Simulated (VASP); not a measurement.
Write the native input for VASP 6.6.1 that does the following.

```
Task                   : single point
Functional             : PBEsol
Potentials or basis    : VASP PAW PBE potentials, release 64 (Lu, Si)
Cutoff                 : 520 eV
k mesh                 : 8 × 8 × 8
Occupations            : gaussian, width 0.05 eV
Spin                   : no spin polarisation
Dipole correction      : no
Further INCAR settings : ALGO = Fast; EDIFF = 1e-07; NBANDS = 48
```

The structure of Lu3Si lies in POSCAR:

```
Lu3Si
1.0
    4.4136092229      0.0000000000      0.0000000000
    0.0000000000      4.4136092229      0.0000000000
    0.0000000000      0.0000000000      4.4136092229
Lu Si
3 1
Direct
    0.0000000000      0.5000000000      0.5000000000
    0.5000000000      0.5000000000      0.0000000000
    0.5000000000      0.0000000000      0.5000000000
    0.0000000000      0.0000000000      0.0000000000
```

One way to write it, as run:

INCAR

```
SYSTEM = Lu3Si
PREC = Accurate
ENCUT = 520
EDIFF = 1E-7
ISMEAR = 0
SIGMA = 0.05
LREAL = .FALSE.
LASPH = .TRUE.
NELM = 100
ALGO = Fast
ISIF = 2
LWAVE = .FALSE.
LCHARG = .TRUE.
GGA = PS
LELF = .TRUE.
LVHAR = .TRUE.
NBANDS = 48
```

KPOINTS

```
Automatic mesh
0
G
  8 8 8
  0 0 0
```

Potentials or basis: VASP PAW PBE potentials, release 64 (Lu, Si).

The run is started by

```console
$ cat potpaw_PBE.64/Lu/POTCAR potpaw_PBE.64/Si/POTCAR > POTCAR
$ mpirun -np 1 vasp_std > vasp.out
```

It gave:

```json
{"Pressure": "1.0 GPa", "Band gap on the k mesh": "zero (an odd number of electrons rules out a gap without spin polarisation)"}
```

Caveat: the PAW data sets were made with another functional, which shifts forces and pressure a little; spin-orbit coupling is left out, which moves the levels of the heavy elements.

Run time: 22 min on 1 thread of Oxide Virtual Turin-like Processor (shared host), peak memory 0.26 GiB.
